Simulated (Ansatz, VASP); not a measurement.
# Two plane-wave programs on AlGa3N4

```
Al Ga N
1.0
     4.46763    0.00000    0.00000
     0.00000    4.46763    0.00000
     0.00000    0.00000    4.46763
Al Ga N
1 3 4
Direct
  0.00000 0.00000 0.00000
  0.49603 0.50000 0.00000
  0.50397 0.00000 0.49603
  0.00000 0.50000 0.50397
  0.73904 0.78701 0.26096
  0.77102 0.24497 0.73904
  0.22898 0.72305 0.77102
  0.26096 0.24497 0.22898
```

Change from the starting cell: mode 16 (594.2 1/cm) frozen in, largest displacement +0.175 Å.

Alike in both runs: task single point; functional PBEsol; k mesh 6 × 6 × 6; occupations gaussian, width 0.05 eV; no spin polarisation.

|  | VASP | Ansatz |
| --- | --- | --- |
| version | VASP 6.6.1 | Ansatz 0.2.0 |
| potentials or method | VASP PAW PBE potentials, release 64 (Al, Ga_d, N), cutoff 520 eV | scalar-relativistic, plane waves, PAW |
| valence electrons in the cell | 62 | 62 |

|  | VASP | Ansatz | Ansatz less VASP |
| --- | --- | --- | --- |
| gap on the k mesh at the Fermi level (eV) | 2.20 | 2.19 | -0.016 |
| least direct gap on the mesh (eV) | 2.20 | 2.19 | -0.016 |
| pressure (GPa) | 3.2 | 3.5 | +0.26 |
| traceless stress, the component that is largest in VASP (GPa) | -1.35 | -1.40 | -0.052 |
| rms of the force components (eV/Å) | 1.390 | 1.411 | +0.0205 |

VASP's potentials were made for PBE, not for PBEsol. Atom by atom the forces differ by 0.022 eV/Å (rms over components). With one functional, cell and mesh, what is left measures potentials, basis and numerics.
